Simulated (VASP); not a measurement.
Write the native input for VASP 6.6.1 that does the following.

* Task: single point
* Functional: PBEsol
* Potentials or basis: VASP PAW PBE potentials, release 64 (Be)
* Cutoff: 520 eV
* k mesh: 15 × 15 × 15
* Occupations: fermi-dirac, width 0.136057 eV
* Spin: no spin polarisation
* Dipole correction: no
* Further INCAR settings: ALGO = Normal; EDIFF = 1e-06; NBANDS = 7

The structure of Be lies in POSCAR:

```
Be
1.0
    2.1581625893      0.0000000000      0.0000000000
    0.0000000000      2.1581625893      0.0000000000
    0.0000000000      0.0000000000      2.1581625893
Be
1
Direct
    0.0000000000      0.0000000000      0.0000000000
```

These files were run (other wordings do the same):

INCAR

```
SYSTEM = Be
ALGO     = Normal         ! electronic algorithm
EDIFF    = 1E-6           ! SCF threshold, eV
ENCUT    = 520            ! plane-wave cutoff, eV
GGA      = PS             ! functional
ISIF     = 2              ! what is computed and relaxed
ISMEAR   = -1             ! smearing method
LASPH    = .TRUE.         ! aspherical terms in the spheres
LCHARG   = .FALSE.        ! write CHGCAR
LREAL    = .FALSE.        ! projectors in reciprocal space
LWAVE    = .FALSE.        ! write WAVECAR
NBANDS   = 7              ! bands
NELM     = 80             ! most SCF steps
PREC     = Accurate       ! precision mode
SIGMA    = 0.13605693000000002 ! smearing width, eV
```

KPOINTS

```
k-points
0
G
  15 15 15
  0 0 0
```

Potentials or basis: VASP PAW PBE potentials, release 64 (Be).

Command:

```console
$ cat potpaw_PBE.64/Be/POTCAR > POTCAR
$ mpirun -np 1 vasp_std > vasp.out
```

It gave:

```json
{"Pressure": "1.1 GPa", "Band gap on the k mesh": "zero (band 1 reaches 9.89 eV, above the bottom of band 2 at 3.45 eV)"}
```

Caveat: the PAW data sets were made with another functional, which shifts forces and pressure a little.

Run time: 3.7 s on 1 thread of AMD EPYC 7R13 Processor (Zen 3), on a shared host, peak memory 0.08 GiB.
